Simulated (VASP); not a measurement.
# MoS2 (P-6m2) in VASP: notebook, part 2 of 2

VASP 6.6.1. The steps go on from the part before.

### 3 Relaxation of shape and atoms at fixed volume, PBE+D3(BJ) (18.47 Å³/atom)

This run uses another cell than the first one, of 18.47 Å³/atom.

Input file INCAR:

```
ALGO = Normal
EDIFF = 1E-6
EDIFFG = -0.01
ENCUT = 600
GGA = PE
IBRION = 2
ISIF = 4
ISMEAR = 0
IVDW = 12
LASPH = True
LCHARG = False
LREAL = False
LWAVE = False
NELM = 100
NSW = 50
PREC = Accurate
SIGMA = 0.02
```

Input file KPOINTS:

```
k-points
0
Gamma
  12 12 4
```

Input file POSCAR:

```
MoS2
1.0
    3.1179064277      0.0000000000      0.0000000000
   -1.5589532139      2.7001861730      0.0000000000
    0.0000000000      0.0000000000      6.5803911735
Mo S
1 2
Direct
    0.0000000000      0.0000000000      0.0000000000
    0.3333333333      0.6666666667      0.2356692374
    0.3333333333      0.6666666667      0.7643307626
```

Potentials or basis: VASP PAW PBE potentials, release 64 (Mo_sv, S).

Started as:

```bash
> cat potpaw_PBE.64/Mo_sv/POTCAR potpaw_PBE.64/S/POTCAR > POTCAR
> mpirun -np 1 vasp_std > vasp.out
```

OUTCAR:

```text
EDIFF = 1E-6
   EDIFFG = -0.01
   ENCUT = 600
   GGA = PE
   IBRION = 2
   ISIF = 4
   ISMEAR = 0
   IVDW = 12
   LASPH = True
   LREAL = False
   NELM = 100
   NSW = 50
   PREC = Accurate
 IVDW          = 12

 ion  position               nearest neighbor table
   1  0.000  0.000  0.000-   2 2.38   3 2.38   2 2.38   3 2.38   2 2.38   3 2.38
   2  0.333  0.667  0.236-   1 2.38   1 2.38   1 2.38
   3  0.333  0.667  0.764-   1 2.38   1 2.38   1 2.38

  LATTYP: Found a hexagonal cell.
 ALAT       =     3.1179064277
 C/A-ratio  =     2.1105159267

  Lattice vectors:

 A1 = (   3.1179064277,   0.0000000000,   0.0000000000)
 A2 = (  -1.5589532139,   2.7001861730,   0.0000000000)
 A3 = (   0.0000000000,   0.0000000000,   6.5803911735)

Analysis of symmetry for initial positions (statically):
=====================================================================
 Subroutine PRICEL returns:
 Original cell was already a primitive cell.

 Routine SETGRP: Setting up the symmetry group for a
 hexagonal supercell.

 Subroutine GETGRP returns: Found 12 space group operations
 (whereof 12 operations were pure point group operations)
 out of a pool of 24 trial point group operations.

The static configuration has the point symmetry D_3h.

Analysis of symmetry for dynamics (positions and initial velocities):
=====================================================================
 Subroutine PRICEL returns:
 Original cell was already a primitive cell.

 Routine SETGRP: Setting up the symmetry group for a
 hexagonal supercell.

 Subroutine GETGRP returns: Found 12 space group operations
 (whereof 12 operations were pure point group operations)
 out of a pool of 24 trial point group operations.

The dynamic configuration has the point symmetry D_3h.

 Subroutine INISYM returns: Found 12 space group operations
 (whereof 12 operations are pure point group operations),
 and found     1 'primitive' translations

----------------------------------------------------------------------------------------

                                     Primitive cell

  volume of cell :      55.3998

  direct lattice vectors                    reciprocal lattice vectors
     3.117906428  0.000000000  0.000000000     0.320728034  0.185172417  0.000000000
    -1.558953214  2.700186173  0.000000000     0.000000000  0.370344834  0.000000000
     0.000000000  0.000000000  6.580391173     0.000000000  0.000000000  0.151966650

  length of vectors
     3.117906428  3.117906428  6.580391173     0.370344834  0.370344834  0.151966650

  position of ions in fractional coordinates (direct lattice)
     0.000000000  0.000000000  0.000000000
     0.333333333  0.666666667  0.235669237
     0.333333333  0.666666667  0.764330763

  ion indices of the primitive-cell ions
   primitive index   ion index
                 1           1
                 2           2
                 3           3

----------------------------------------------------------------------------------------

 KPOINTS: k-points

Automatic generation of k-mesh.
 Grid dimensions read from file:
 generate k-points for:   12   12    4

 Generating k-lattice:

  Cartesian coordinates                     Fractional coordinates (reciprocal lattice)
     0.026727336  0.015431035  0.000000000     0.083333333  0.000000000  0.000000000
     0.000000000  0.030862069  0.000000000     0.000000000  0.083333333  0.000000000
     0.000000000  0.000000000  0.037991662     0.000000000  0.000000000  0.250000000

  Length of vectors
     0.030862069  0.030862069  0.037991662

  Shift w.r.t. Gamma in fractional coordinates (k-lattice)
     0.000000000  0.000000000  0.000000000

 Subroutine IBZKPT returns following result:
 ===========================================

 Found     57 irreducible k-points:

 Following reciprocal coordinates:
            Coordinates               Weight
  0.000000  0.000000  0.000000      1.000000
  0.083333  0.000000  0.000000      6.000000
  0.166667  0.000000  0.000000      6.000000
  0.250000  0.000000  0.000000      6.000000
  0.333333  0.000000  0.000000      6.000000
  0.416667  0.000000  0.000000      6.000000
[... 16 lines left out ...]
  0.250000  0.000000  0.250000     12.000000
  0.333333  0.000000  0.250000     12.000000
 [... further k-points ...]
   k-points           NKPTS =     57   k-points in BZ     NKDIM =     57   number of bands    NBANDS=     17
   number of dos      NEDOS =    301   number of ions     NIONS =      3
   total plane-waves  NPLWV =  42336
   dimension x,y,z NGX =    28 NGY =   28 NGZ =   54
   dimension x,y,z NGXF=    56 NGYF=   56 NGZF=  108
   ions per type =               1   2
   NGX,Y,Z   is equivalent  to a cutoff of  14.93, 14.93, 13.64 a.u.
   NGXF,Y,Z  is equivalent  to a cutoff of  29.86, 29.86, 27.28 a.u.
 SYSTEM =  unknown system
   PREC   = accura    normal or accurate (medium, high low for compatibility)
   ISTART =      0    job   : 0-new  1-cont  2-samecut
   ICHARG =      2    charge: 1-file 2-atom 10-const
   ISPIN  =      1    spin polarized calculation?
   LNONCOLLINEAR =      F non collinear calculations
   LSORBIT =      F    spin-orbit coupling
   LASPH  =      T    aspherical Exc in radial PAW
   ENCUT  =  600.0 eV  44.10 Ry    6.64 a.u.   6.23  6.23 13.14*2*pi/ulx,y,z
   NELM   =    100;   NELMIN=  2; NELMDL= -5     # of ELM steps
   EDIFF  = 0.1E-05   stopping-criterion for ELM
   LREAL  =      F    real-space projection
   EDIFFG = -.1E-01   stopping-criterion for IOM
   NSW    =     50    number of steps for IOM
   IBRION =      2    ionic relax: 0-MD 1-quasi-New 2-CG
   NFREE  =      1    steps in history (QN), initial steepest desc. (CG)
   ISIF   =      4    stress and relaxation
   ISYM   =      2    0-nonsym 1-usesym 2-fastsym
   POTIM  = 0.5000    time-step for ionic-motion
   TEBEG  =    0.0;   TEEND  =   0.0 temperature during run
   PSTRESS=    0.0 pullay stress
   NELECT =      26.0000    total number of electrons
   NUPDOWN=      -1.0000    fix difference up-down
   EMIN   =  10.00;   EMAX   =-10.00  energy-range for DOS
   EFERMI =   0.00;   METHOD = LEGACY
   ISMEAR =     0;   SIGMA  =   0.02  broadening in eV -4-tet -1-fermi 0-gaus
   EFERMI_NEDOS =   21; number of points for ismear=-14 and -15
   IALGO  =     38    algorithm
   IMIX   =      4    mixing-type and parameters
     AMIX     =   0.40;   BMIX     =  1.00
     AMIX_MAG =   1.60;   BMIX_MAG =  1.00
  volume/ion in A,a.u.               =      18.47       124.62
  Fermi-wavevector in a.u.,A,eV,Ry     =   1.272223  2.404152 22.021715  1.618550
  Thomas-Fermi vector in A             =   2.405113
   LORBIT       =      0    0 simple, 1 ext, 2 COOP (PROOUT), +10 PAW based schemes
   GGA     = PE    functional components
   LHFCALC =     F    Hartree Fock is set to
   AEXX    =    0.0000 exact exchange contribution
   IVDW    =    12    specifies the selected vdW correction
   LEPSILON=     F    determine dielectric tensor
   LRPA    =     F    only Hartree local field effects (RPA)
 conjugate gradient relaxation of ions
 non-spin polarized calculation
 Gauss-broadening in eV      SIGMA  =   0.02
  energy-cutoff  :      600.00
  volume of cell :       55.40
 maximum number of plane-waves:      1874
 NGX is ok and might be reduce to    28
   NGX = 13   NGY = 13   NGZ = 27

--------------------------------------- Ionic step        1  -------------------------------------------

 number of electron      25.9999999 magnetization

 Free energy of the ion-electron system (eV)
  ---------------------------------------------------
  ext. energy  EPLUGINS =         0.00000000
  ---------------------------------------------------
  free energy    TOTEN  =       -21.73842248 eV

  energy without entropy =      -21.73842248  energy(sigma->0) =      -21.73842248

------------------------ aborting loop because EDIFF is reached ----------------------------------------

 Edisp (eV)   -1.22980

 E8    (eV) :    -0.4965
[... 155 lines left out ...]
--------------------------------------- Ionic step        5  -------------------------------------------

 number of electron      25.9999999 magnetization

 Free energy of the ion-electron system (eV)
  ---------------------------------------------------
  ext. energy  EPLUGINS =         0.00000000
  ---------------------------------------------------
  free energy    TOTEN  =       -21.75627571 eV

  energy without entropy =      -21.75627571  energy(sigma->0) =      -21.75627571

 E-fermi :   7.1679     XC(G=0): -10.4958

 val. band max:        6.9151767818   @ k =   0.0000   0.0000   0.5000
 cond. band min:       8.0218330749   @ k =   0.1667   0.1667   0.0000
 fundamental gap:      1.1066562932
 Fermi energy:         7.1678915181

 k-point     1 :       0.0000    0.0000    0.0000
  band No.  band energies     occupation
      1     -54.3838      2.00000
      2     -28.5631      2.00000
      3     -28.2969      2.00000
      4     -28.2969      2.00000
      5      -7.9001      2.00000
      6      -6.3819      2.00000
[... 457 lines left out ...]
      4     -28.3719      2.00000
      5      -6.4320      2.00000
      6      -5.9165      2.00000
[... 9 lines left out ...]
     16      10.0422      0.00000
     17      10.6387      0.00000

 [... further k-points ...]

------------------------ aborting loop because EDIFF is reached ----------------------------------------

 Edisp (eV)   -1.22797

 E8    (eV) :    -0.4954
[... 26 lines left out ...]
  FREE ENERGIE OF THE ION-ELECTRON SYSTEM (eV)
  ---------------------------------------------------
  free  energy   TOTEN  =       -22.9842475585 eV

  energy  without entropy=      -22.9842475585  energy(sigma->0) =      -22.98424756

 reached required accuracy - stopping structural energy minimisation
```

OSZICAR:

```text
N       E                     dE             d eps       ncg     rms          rms(c)
DAV:   1     0.208773378759E+03    0.20877E+03   -0.14828E+04  1946   0.161E+03
[... 42 lines left out ...]
DAV:   1    -0.217648269077E+02   -0.98902E-02   -0.45896E-01  1938   0.552E+00    0.704E-01
DAV:   2    -0.217587106177E+02    0.61163E-02   -0.59881E-02  2166   0.154E+00    0.469E-01
DAV:   3    -0.217568433195E+02    0.18673E-02   -0.78188E-03  2014   0.634E-01    0.145E-01
DAV:   4    -0.217562883343E+02    0.55499E-03   -0.23385E-03  2292   0.301E-01    0.100E-01
DAV:   5    -0.217562773131E+02    0.11021E-04   -0.13103E-04  2067   0.766E-02    0.234E-02
DAV:   6    -0.217562740038E+02    0.33093E-05   -0.32609E-05  2136   0.394E-02    0.136E-02
DAV:   7    -0.217562754511E+02   -0.14474E-05   -0.33135E-06  1751   0.139E-02    0.475E-03
DAV:   8    -0.217562757084E+02   -0.25724E-06   -0.54740E-07   969   0.623E-03
   5 F= -.22984248E+02 E0= -.22984248E+02  d E =-.517099E-02
```

CONTCAR:

```text
MoS2
   1.00000000000000
     3.1354594817479016   -0.0000000000034562    0.0000000000000000
    -1.5677297409272255    2.7153875637198341   -0.0000000000000000
    -0.0000000000000000    0.0000000000000000    6.5069201893880972
  Mo              S
     1     2
Direct
     0.0000000000000000    0.0000000000000000    0.0000000000000000
     0.3333333332999970    0.6666666667000030    0.2408206032011700
     0.3333333332999970    0.6666666667000030    0.7591793967988298

  0.00000000E+00  0.00000000E+00  0.00000000E+00
  0.00000000E+00  0.00000000E+00  0.00000000E+00
  0.00000000E+00  0.00000000E+00  0.00000000E+00
```

It took 2 min on 1 thread of Intel Xeon 6975P-C (Granite Rapids), shared host; peak memory 0.24 GiB.

What came out:

```yaml
Free_energy: -22.9842 eV
Energy_gained_by_relaxing: 5.3 meV/atom
Ionic_steps: 5
Pressure_after_relaxing: 1.4 GPa
Largest_force_after_relaxing: 0.005 eV/Å
Band_gap_on_the_k_mesh: 1.11 eV (least direct gap 1.80 eV)
Dispersion_energy_per_atom: -0.409 eV
```

Forces in eV/Å, atoms in the order of the input:
```
Mo   0.000  0.000  0.000
S    0.000  0.000  0.005
S    0.000  0.000 -0.005
```

The path:
```tsv
step	energy change (eV)	largest force (eV/Å)	pressure (GPa)	volume (Å³)
1	0.0000	0.5033	4.44	55.40
2	-0.0107	0.0317	2.02	55.40
3	-0.0109	0.0281	2.28	55.40
4	-0.0152	0.0158	1.73	55.40
5	-0.0160	0.0054	1.36	55.40
```

Final structure:
```
CELL_PARAMETERS angstrom
3.13546 0.00000 0.00000
-1.56773 2.71539 0.00000
0.00000 0.00000 6.50692
ATOMIC_POSITIONS crystal
Mo 0.00000 0.00000 0.00000
S 0.33333 0.66667 0.24082
S 0.33333 0.66667 0.75918
```
